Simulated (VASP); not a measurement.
# Be3Te4 (P6/mmm) in VASP: a series of runs, part 2 of 2

VASP 6.6.1.

**3. Single point, PBE**

This run uses another cell than the first one, of 41.80 Å³/atom.

INCAR

```
SYSTEM = Be3Te4
  PREC = Accurate
  ENCUT = 600
  EDIFF = 1E-6
  ISMEAR = 0
  SIGMA = 0.2
  LREAL = .False.
  LASPH = .True.
  NELM = 120
  ALGO = Normal
  ISIF = 2
  LWAVE = .False.
  LCHARG = .False.
  GGA = PE
  NBANDS = 24
  GGA_COMPAT = .False.
```

KPOINTS

```
Automatic mesh
0
Gamma
  3 3 3
  0 0 0
```

POSCAR

```
Be3Te4
1.0
    7.6129498708     -0.0000000036      0.0000000000
   -3.8064749323      6.5930079876      0.0000000000
    0.0000000000      0.0000000000      5.8292126456
Be Te
3 4
Direct
    0.5000000000      0.0000000000      0.5000000000
    0.0000000000      0.5000000000      0.5000000000
    0.5000000000      0.5000000000      0.5000000000
    0.3333333333      0.6666666667      0.5000000000
    0.6666666667      0.3333333333      0.5000000000
    0.0000000000      0.0000000000      0.5000000000
    0.0000000000      0.0000000000      0.0000000000
```

Potentials or basis: VASP PAW PBE potentials, release 64 (Be, Te).

The run is started by

```sh
$ cat potpaw_PBE.64/Be/POTCAR potpaw_PBE.64/Te/POTCAR > POTCAR
$ mpirun -np 1 vasp_std > vasp.out
```

OUTCAR:

```text
SYSTEM = Be3Te4
   PREC = Accurate
   ENCUT = 600
   EDIFF = 1E-6
   ISMEAR = 0
   LREAL = .False.
   LASPH = .True.
   NELM = 120
   ISIF = 2
   GGA = PE

 ion  position               nearest neighbor table
   1  0.500  0.000  0.500-   4 2.20   5 2.20
   2  0.000  0.500  0.500-   4 2.20   5 2.20
   3  0.500  0.500  0.500-   4 2.20   5 2.20
   4  0.333  0.667  0.500-   1 2.20   2 2.20   3 2.20
   5  0.667  0.333  0.500-   1 2.20   2 2.20   3 2.20
   6  0.000  0.000  0.500-   7 2.91   7 2.91
   7  0.000  0.000  0.000-   6 2.91   6 2.91

  LATTYP: Found a hexagonal cell.
 ALAT       =     7.6129498708
 C/A-ratio  =     0.7656969696

  Lattice vectors:

 A1 = (   7.6129498708,  -0.0000000036,   0.0000000000)
 A2 = (  -3.8064749323,   6.5930079876,   0.0000000000)
 A3 = (   0.0000000000,   0.0000000000,   5.8292126456)

Analysis of symmetry for initial positions (statically):
=====================================================================
 Subroutine PRICEL returns:
 Original cell was already a primitive cell.

 Routine SETGRP: Setting up the symmetry group for a
 hexagonal supercell.

 Subroutine GETGRP returns: Found 24 space group operations
 (whereof 24 operations were pure point group operations)
 out of a pool of 24 trial point group operations.

The static configuration has the point symmetry D_6h.

Analysis of symmetry for dynamics (positions and initial velocities):
=====================================================================
 Subroutine PRICEL returns:
 Original cell was already a primitive cell.

 Routine SETGRP: Setting up the symmetry group for a
 hexagonal supercell.

 Subroutine GETGRP returns: Found 24 space group operations
[... 111 lines left out ...]
   IALGO  =     38    algorithm
   IMIX   =      4    mixing-type and parameters
     AMIX     =   0.40;   BMIX     =  1.00
     AMIX_MAG =   1.60;   BMIX_MAG =  1.00
  volume/ion in A,a.u.               =      41.80       282.06
  Fermi-wavevector in a.u.,A,eV,Ry     =   0.766243  1.447989  7.988362  0.587128
  Thomas-Fermi vector in A             =   1.866539
   LORBIT       =      0    0 simple, 1 ext, 2 COOP (PROOUT), +10 PAW based schemes
   GGA     = PE    functional components
   LHFCALC =     F    Hartree Fock is set to
   AEXX    =    0.0000 exact exchange contribution
   IVDW    =     0    specifies the selected vdW correction
   LEPSILON=     F    determine dielectric tensor
   LRPA    =     F    only Hartree local field effects (RPA)
 non-spin polarized calculation
 Gauss-broadening in eV      SIGMA  =   0.20
  energy-cutoff  :      600.00
  volume of cell :      292.58
 maximum number of plane-waves:      9783
 NGX is ok and might be reduce to    64
   NGX = 31   NGY = 31   NGZ = 23

 number of electron      30.0000000 magnetization

 Free energy of the ion-electron system (eV)
  ---------------------------------------------------
  ext. energy  EPLUGINS =         0.00000000
  ---------------------------------------------------
  free energy    TOTEN  =       -19.42380589 eV

  energy without entropy =      -19.34573345  energy(sigma->0) =      -19.38476967

 E-fermi :   2.0404     XC(G=0):  -6.6219

 val. band max:        2.0257281139   @ k =   0.3333   0.3333   0.0000
 cond. band min:       2.3990443049   @ k =   0.3333   0.0000   0.3333
 fundamental gap:      0.3733161910
 Fermi energy:         2.0404091091

 k-point     1 :       0.0000    0.0000    0.0000
  band No.  band energies     occupation
      1     -11.2332      2.00000
      2     -11.0223      2.00000
      3      -9.7874      2.00000
      4      -6.6616      2.00000
      5      -4.2375      2.00000
      6      -4.2375      2.00000
[... 151 lines left out ...]
     23       5.3462      0.00000
     24       5.3462      0.00000

------------------------ aborting loop because EDIFF is reached ----------------------------------------

  FORCE on cell =-STRESS in cart. coord.  units (eV):
  Direction    XX          YY          ZZ          XY          YZ          ZX
  --------------------------------------------------------------------------------------
  -------------------------------------------------------------------------------------
  Total        1.5117829      1.5117829      0.2669001     -0.0000000      0.0000000      0.0000000
  in kB        8.2785362      8.2785362      1.4615473     -0.0000000      0.0000000      0.0000000
  external PRESSURE =       6.0062066 kB  Pullay stress =       0.0000000 kB

 VOLUME and BASIS-vectors are now :
 -----------------------------------------------------------------------------
  energy-cutoff  :      600.00
  volume of cell :      292.58
      direct lattice vectors                 reciprocal lattice vectors
     7.612949871 -0.000000004  0.000000000     0.131355127  0.075837918  0.000000000
    -3.806474932  6.593007988  0.000000000     0.000000000  0.151675836  0.000000000
     0.000000000  0.000000000  5.829212646     0.000000000  0.000000000  0.171549755

 POSITION                                       TOTAL-FORCE (eV/Angst)
 -----------------------------------------------------------------------------------
      3.80647     -0.00000      2.91461         0.000000      0.000000      0.000000
     -1.90324      3.29650      2.91461         0.000000      0.000000      0.000000
      1.90324      3.29650      2.91461         0.000000      0.000000      0.000000
      0.00000      4.39534      2.91461         0.000000      0.000000     -0.000000
      3.80647      2.19767      2.91461        -0.000000     -0.000000      0.000000
      0.00000      0.00000      2.91461         0.000000      0.000000      0.000000
      0.00000      0.00000      0.00000         0.000000      0.000000      0.000000
 -----------------------------------------------------------------------------------
    total drift:                               -0.000000     -0.000000      0.000000

  FREE ENERGIE OF THE ION-ELECTRON SYSTEM (eV)
  ---------------------------------------------------
  free  energy   TOTEN  =       -19.4238058944 eV

  energy  without entropy=      -19.3457334502  energy(sigma->0) =      -19.38476967
```

Wall time 2.3 min (1 thread of Intel Xeon 8259CL, shared host); peak memory 0.47 GiB.

What came out:

* Free energy: -19.4238 eV
* Pressure: 0.6 GPa
* Band gap on the k mesh: zero (bands 15 and 16 overlap by 0.07 eV)

Caveat: semilocal functionals underestimate gaps, so a narrow gap can read as zero; spin-orbit coupling is left out, which moves the levels of the heavy elements.

**4. Single point, PBE**

This run uses another cell than the first one, of 36.17 Å³/atom.

INCAR

```
ALGO = Normal ; EDIFF = 1E-6
ENCUT = 600 ; GGA = PE
GGA_COMPAT = False ; ISIF = 2
ISMEAR = 0 ; LASPH = True
LCHARG = True ; LELF = True
LREAL = False ; LVHAR = True
LWAVE = False ; NBANDS = 24
NELM = 120 ; PREC = Accurate
SIGMA = 0.2
```

KPOINTS

```
k-points
0
Gamma
  4 4 2
```

POSCAR

```
Be3Te4
1.0
    6.1505128912     -0.0000000035      0.0000000000
   -3.0752564426      5.3265004118      0.0000000000
    0.0000000000      0.0000000000      7.7288475750
Be Te
3 4
Direct
    0.5000000000      0.0000000000      0.0000000000
    0.0000000000      0.5000000000      0.0000000000
    0.5000000000      0.5000000000      0.0000000000
    0.3333333333      0.6666666667      0.7725972978
    0.6666666667      0.3333333333      0.7725972978
    0.6666666667      0.3333333333      0.2274027022
    0.3333333333      0.6666666667      0.2274027022
```

Potentials or basis: VASP PAW PBE potentials, release 64 (Be, Te).

The run is started by

```sh
$ cat potpaw_PBE.64/Be/POTCAR potpaw_PBE.64/Te/POTCAR > POTCAR
$ mpirun -np 1 vasp_std > vasp.out
```

OUTCAR:

```text
EDIFF = 1E-6
   ENCUT = 600
   GGA = PE
   ISIF = 2
   ISMEAR = 0
   LASPH = True
   LREAL = False
   NELM = 120
   PREC = Accurate

 ion  position               nearest neighbor table
   1  0.500  0.000  0.000-   4 2.50   5 2.50   6 2.50   7 2.50
   2  0.000  0.500  0.000-   4 2.50   5 2.50   6 2.50   7 2.50
   3  0.500  0.500  0.000-   4 2.50   5 2.50   6 2.50   7 2.50
   4  0.333  0.667  0.773-   1 2.50   2 2.50   3 2.50   7 3.52   5 3.55   5 3.55   5 3.55
   5  0.667  0.333  0.773-   1 2.50   2 2.50   3 2.50   6 3.52   4 3.55   4 3.55   4 3.55
   6  0.667  0.333  0.227-   1 2.50   2 2.50   3 2.50   5 3.52   7 3.55   7 3.55   7 3.55
   7  0.333  0.667  0.227-   1 2.50   2 2.50   3 2.50   4 3.52   6 3.55   6 3.55   6 3.55

  LATTYP: Found a hexagonal cell.
 ALAT       =     6.1505128912
 C/A-ratio  =     1.2566183848

  Lattice vectors:

 A1 = (   6.1505128912,  -0.0000000035,   0.0000000000)
 A2 = (  -3.0752564426,   5.3265004118,   0.0000000000)
 A3 = (   0.0000000000,   0.0000000000,   7.7288475750)

Analysis of symmetry for initial positions (statically):
=====================================================================
 Subroutine PRICEL returns:
 Original cell was already a primitive cell.

 Routine SETGRP: Setting up the symmetry group for a
 hexagonal supercell.

 Subroutine GETGRP returns: Found 24 space group operations
 (whereof 24 operations were pure point group operations)
 out of a pool of 24 trial point group operations.

The static configuration has the point symmetry D_6h.

Analysis of symmetry for dynamics (positions and initial velocities):
=====================================================================
 Subroutine PRICEL returns:
 Original cell was already a primitive cell.

 Routine SETGRP: Setting up the symmetry group for a
 hexagonal supercell.

 Subroutine GETGRP returns: Found 24 space group operations
 (whereof 24 operations were pure point group operations)
 out of a pool of 24 trial point group operations.
[... 117 lines left out ...]
  Thomas-Fermi vector in A             =   1.912054
   LORBIT       =      0    0 simple, 1 ext, 2 COOP (PROOUT), +10 PAW based schemes
   GGA     = PE    functional components
   LHFCALC =     F    Hartree Fock is set to
   AEXX    =    0.0000 exact exchange contribution
   IVDW    =     0    specifies the selected vdW correction
   LEPSILON=     F    determine dielectric tensor
   LRPA    =     F    only Hartree local field effects (RPA)
 non-spin polarized calculation
 Gauss-broadening in eV      SIGMA  =   0.20
  energy-cutoff  :      600.00
  volume of cell :      253.20
 maximum number of plane-waves:      8478
 NGX is ok and might be reduce to    50
   NGX = 25   NGY = 25   NGZ = 31

 number of electron      30.0000001 magnetization

 Free energy of the ion-electron system (eV)
  ---------------------------------------------------
  ext. energy  EPLUGINS =         0.00000000
  ---------------------------------------------------
  free energy    TOTEN  =       -22.24811477 eV

  energy without entropy =      -22.18905780  energy(sigma->0) =      -22.21858629

 E-fermi :   2.2407     XC(G=0):  -6.9789

 val. band max:        2.1715642768   @ k =   0.2500   0.0000   0.5000
 cond. band min:       2.3033105438   @ k =   0.2500   0.0000   0.0000
 fundamental gap:      0.1317462670
 Fermi energy:         2.2407015844

 k-point     1 :       0.0000    0.0000    0.0000
  band No.  band energies     occupation
      1     -10.1353      2.00000
      2      -9.1096      2.00000
      3      -8.6293      2.00000
      4      -7.4115      2.00000
      5      -2.8552      2.00000
      6      -2.3819      2.00000
[... 205 lines left out ...]
     23       6.4536      0.00000
     24       7.6478      0.00000

------------------------ aborting loop because EDIFF is reached ----------------------------------------

  FORCE on cell =-STRESS in cart. coord.  units (eV):
  Direction    XX          YY          ZZ          XY          YZ          ZX
  --------------------------------------------------------------------------------------
  -------------------------------------------------------------------------------------
  Total        0.9732620      0.9732620      0.4344240     -0.0000000     -0.0000000      0.0000000
  in kB        6.1584628      6.1584628      2.7488838     -0.0000000     -0.0000000      0.0000000
  external PRESSURE =       5.0219365 kB  Pullay stress =       0.0000000 kB

 VOLUME and BASIS-vectors are now :
 -----------------------------------------------------------------------------
  energy-cutoff  :      600.00
  volume of cell :      253.20
      direct lattice vectors                 reciprocal lattice vectors
     6.150512891 -0.000000003  0.000000000     0.162588067  0.093870264  0.000000000
    -3.075256443  5.326500412  0.000000000     0.000000000  0.187740528  0.000000000
     0.000000000  0.000000000  7.728847575     0.000000000  0.000000000  0.129385395

 POSITION                                       TOTAL-FORCE (eV/Angst)
 -----------------------------------------------------------------------------------
      3.07526     -0.00000      0.00000         0.000000      0.000000     -0.000000
     -1.53763      2.66325      0.00000         0.000000      0.000000     -0.000000
      1.53763      2.66325      0.00000         0.000000      0.000000     -0.000000
      0.00000      3.55100      5.97129        -0.000000      0.000000     -0.054647
      3.07526      1.77550      5.97129         0.000000     -0.000000     -0.054647
      3.07526      1.77550      1.75756         0.000000     -0.000000      0.054647
      0.00000      3.55100      1.75756        -0.000000      0.000000      0.054647
 -----------------------------------------------------------------------------------
    total drift:                               -0.000000      0.000000     -0.000000

  FREE ENERGIE OF THE ION-ELECTRON SYSTEM (eV)
  ---------------------------------------------------
  free  energy   TOTEN  =       -22.2481147687 eV

  energy  without entropy=      -22.1890578050  energy(sigma->0) =      -22.21858629
```

OSZICAR:

```text
N       E                     dE             d eps       ncg     rms          rms(c)
DAV:   1     0.143509823180E+03    0.14351E+03   -0.10917E+04   384   0.107E+03
DAV:   2    -0.829511830015E+01   -0.15180E+03   -0.14142E+03   464   0.159E+02
DAV:   3    -0.223375414431E+02   -0.14042E+02   -0.13804E+02   528   0.541E+01
DAV:   4    -0.227779393993E+02   -0.44040E+00   -0.43998E+00   512   0.102E+01
DAV:   5    -0.227869539415E+02   -0.90145E-02   -0.90122E-02   600   0.156E+00    0.131E+01
DAV:   6    -0.223414431615E+02    0.44551E+00   -0.61777E-01   440   0.330E+00    0.644E+00
DAV:   7    -0.222423346741E+02    0.99108E-01   -0.39837E-01   456   0.249E+00    0.153E+00
DAV:   8    -0.222433855835E+02   -0.10509E-02   -0.54559E-02   464   0.107E+00    0.673E-01
DAV:   9    -0.222462286161E+02   -0.28430E-02   -0.33884E-03   456   0.284E-01    0.188E-01
DAV:  10    -0.222478317399E+02   -0.16031E-02   -0.18013E-03   432   0.193E-01    0.294E-02
DAV:  11    -0.222480227374E+02   -0.19100E-03   -0.20595E-04   472   0.687E-02    0.431E-02
DAV:  12    -0.222481249897E+02   -0.10225E-03   -0.18533E-04   416   0.690E-02    0.591E-02
DAV:  13    -0.222481136630E+02    0.11327E-04   -0.29217E-05   480   0.267E-02    0.475E-03
DAV:  14    -0.222481148871E+02   -0.12241E-05   -0.57467E-06   448   0.121E-02    0.236E-03
DAV:  15    -0.222481147687E+02    0.11838E-06   -0.94520E-07   336   0.497E-03
   1 F= -.22248115E+02 E0= -.22218586E+02  d E =-.590570E-01
```

stdout:

```text
POSCAR found type information on POSCAR BeTe
 POSCAR found :  2 types and       7 ions
 scaLAPACK will be used
 LDA part: xc-table for (Slater+PW92), standard interpolation
 POSCAR, INCAR and KPOINTS ok, starting setup
 FFT: planning ... GRIDC
 FFT: planning ... GRID_SOFT
 FFT: planning ... GRID
 WAVECAR not read
 entering main loop
```

It took 3.2 min on 1 thread of Intel Xeon 8259CL, shared host; peak memory 0.4 GiB.

What came out:

| Quantity | Value |
| --- | --- |
| Free energy | -22.2481 eV |
| Pressure | 0.5 GPa |
| Largest force | 0.055 eV/Å |
| Band gap on the k mesh | zero (bands 15 and 16 overlap by 0.48 eV) |

Forces on the atoms (eV/Å):
```
Be   0.000  0.000  0.000
Be   0.000  0.000  0.000
Be   0.000  0.000  0.000
Te   0.000  0.000 -0.055
Te   0.000  0.000 -0.055
Te   0.000  0.000  0.055
Te   0.000  0.000  0.055
```

Levels at points of the mesh, in eV from the Fermi level:
```
           k point  band 11  band 12  band 13  band 14  band 15  band 16  band 17  band 18  band 19  band 20
(0.00, 0.00, 0.00)    -2.39    -2.39    -1.38    -0.32    -0.32     0.61     2.27     2.43     2.43     3.06
(0.50, 0.00, 0.00)    -2.19    -1.25    -1.24    -0.34    -0.18     0.49     1.39     1.72     2.45     2.61
(0.00, 0.00, 0.50)    -2.51    -2.34    -2.34    -0.47    -0.47    -0.42     2.68     3.00     3.00     3.25
(0.50, 0.00, 0.50)    -2.14    -2.06    -1.27    -1.20    -0.76     0.38     1.48     2.07     2.91     3.13
```

Caveat: the k points lie up to 0.41 Å⁻¹ apart; semilocal functionals underestimate gaps, so a narrow gap can read as zero; spin-orbit coupling is left out, which moves the levels of the heavy elements; this functional lacks dispersion, which binds the layers, so the pressure and a relaxed spacing across them are unreliable.

**5. Overview**

```tsv
cell	k mesh	gap on the mesh (eV)	pressure (GPa)
a = 7.619, b = 7.619, c = 5.788 Å, angles 90.0, 90.0, 120.0°, 7 atoms, atomic positions A	3 × 3 × 3	none	0.7
a = 7.613, b = 7.613, c = 5.829 Å, angles 90.0, 90.0, 120.0°, 7 atoms, atomic positions A	3 × 3 × 3	none	0.6
a = 6.151, b = 6.151, c = 7.729 Å, angles 90.0, 90.0, 120.0°, 7 atoms, atomic positions B	4 × 4 × 2	none	0.5
```

Alike in all rows: task single point; level PBE; potentials or basis VASP PAW PBE potentials, release 64 (Be, Te); no spin polarisation; cutoff (eV) 600; smearing gaussian 0.2 eV.

Caveats: some runs use coarse meshes; semilocal functionals underestimate gaps, so a narrow gap can read as zero; spin-orbit coupling is left out, which moves the levels of the heavy elements; this functional lacks dispersion, which binds the layers, so the pressure and a relaxed spacing across them are unreliable (at least some runs).

Total energies depend on the potentials used, so only differences within one code and one set of settings carry meaning.
